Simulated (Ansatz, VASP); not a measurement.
**Sb3C5: VASP beside Ansatz**

INCAR

```
SYSTEM = Sb3C5
PREC = Accurate
ENCUT = 600
EDIFF = 1E-6
ISMEAR = 0
SIGMA = 0.1
LREAL = .False.
LASPH = .True.
NELM = 80
ALGO = Normal
ISIF = 3
LWAVE = .False.
LCHARG = .False.
GGA = PE
IBRION = 2
NSW = 90
EDIFFG = -0.04
```

File KPOINTS:

```
Automatic mesh
0
Gamma
  4 4 4
  0 0 0
```

File POSCAR:

```
Sb3C5
1.0
    5.6583674800      0.0000000000      0.0000000000
    0.0000000000      5.6583674800      0.0000000000
    0.0000000000      0.0000000000      5.6583674800
Sb C
3 5
Direct
    0.5000000000      0.0000000000      0.0000000000
    0.0000000000      0.5000000000      0.0000000000
    0.0000000000      0.0000000000      0.5000000000
    0.0000000000      0.5000000000      0.5000000000
    0.5000000000      0.0000000000      0.5000000000
    0.5000000000      0.5000000000      0.0000000000
    0.0000000000      0.0000000000      0.0000000000
    0.5000000000      0.5000000000      0.5000000000
```

Input for Ansatz:

```yaml
crystal:
  lattice:
    - [5.65836748, 0.0, 0.0]
    - [0.0, 5.65836748, 0.0]
    - [0.0, 0.0, 5.65836748]
  atoms:
    - { symbol: Sb, position: [0.5, 0.0, 0.0] }
    - { symbol: Sb, position: [0.0, 0.5, 0.0] }
    - { symbol: Sb, position: [0.0, 0.0, 0.5] }
    - { symbol: C, position: [0.0, 0.5, 0.5] }
    - { symbol: C, position: [0.5, 0.0, 0.5] }
    - { symbol: C, position: [0.5, 0.5, 0.0] }
    - { symbol: C, position: [0.0, 0.0, 0.0] }
    - { symbol: C, position: [0.5, 0.5, 0.5] }
basis:
  ecutwfc: 420
kpoints:
  mp_grid: { grid: [4, 4, 4] }
hamiltonian:
  xc: pbe
scf:
  occupations: { method: gaussian, width: 0.1 }
  lower_state_search: "off"
output:
  forces: true
  stress: true
  eigenvalues: true
relax:
  adjacent_minimum: "off"
  f_tol: 0.04
  max_steps: 70
  cell: { stress_tol: 0.4 }
```

Alike in both runs: task relaxation of cell and atoms; functional PBE; k mesh 4 × 4 × 4; occupations gaussian, width 0.1 eV; no spin polarisation.

|  | VASP | Ansatz |
| --- | --- | --- |
| version | VASP 6.6.1 | Ansatz 0.2.0 |
| potentials or method | VASP PAW PBE potentials, release 64 (Sb, C), cutoff 600 eV | scalar-relativistic, plane waves, PAW |
| valence electrons in the cell | 35 | 65 |

```tsv
	VASP	Ansatz	Ansatz less VASP
gap on the k mesh at the Fermi level, each at its own relaxed structure (eV)	none	none	-
relaxed volume (Å³/atom)	12.76	12.79	+0.033
relaxed length of the cell vector where the two differ most in proportion (Å)	4.674	4.678	+0.0040
```

A gap of «none» marks a metal or a gap that the smearing closes. VASP's potentials hold 35 valence electrons a cell and Ansatz's 65, so a difference there can come from the potentials and not from the codes.

Spin-orbit coupling is off throughout. Noted on VASP's run: the volume moved by over 15 % at a fixed basis, so the end points are rough.
